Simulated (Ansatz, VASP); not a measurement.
# Lu3Hf2F: VASP beside Ansatz

```
Lu Hf F
1.0
     6.07614    0.00000    0.00000
    -3.03807    5.26209    0.00000
     0.00000    0.00000    5.37031
Lu Hf F
3 2 1
Direct
  0.50000 0.50000 0.50000
  0.50000 0.00000 0.50000
  0.00000 0.50000 0.50000
  0.66667 0.33333 0.00000
  0.33333 0.66667 0.00000
  0.00000 0.00000 0.00000
```

Change from the starting cell: species swapped into the EuAl2Ag3 type (P6/mmm, No. 191).

Alike in both runs: functional PBE; k mesh 6 × 6 × 8; occupations gaussian, width 0.1 eV; no spin polarisation.

Ansatz relaxed the structure, and its values are those at the end. VASP's run is a single point on that final structure, the one shown.

|  | VASP | Ansatz |
| --- | --- | --- |
| version | VASP 6.6.1 | Ansatz 0.2.0 |
| potentials or method | VASP PAW PBE potentials, release 64 (Lu, Hf_pv, F), cutoff 520 eV | scalar-relativistic, plane waves, PAW |
| valence electrons in the cell | 102 | 134 |

```tsv
	VASP	Ansatz	Ansatz less VASP
gap on the k mesh at the Fermi level (eV)	none	none	-
pressure (GPa)	0.0	0.0	+0.01
```

A gap of «none» marks a metal or a gap that the smearing closes. With one functional, cell and mesh, what is left measures potentials, basis and numerics. VASP's potentials hold 102 valence electrons a cell and Ansatz's 134, so a difference there can come from the potentials and not from the codes.

Spin-orbit coupling is off throughout.
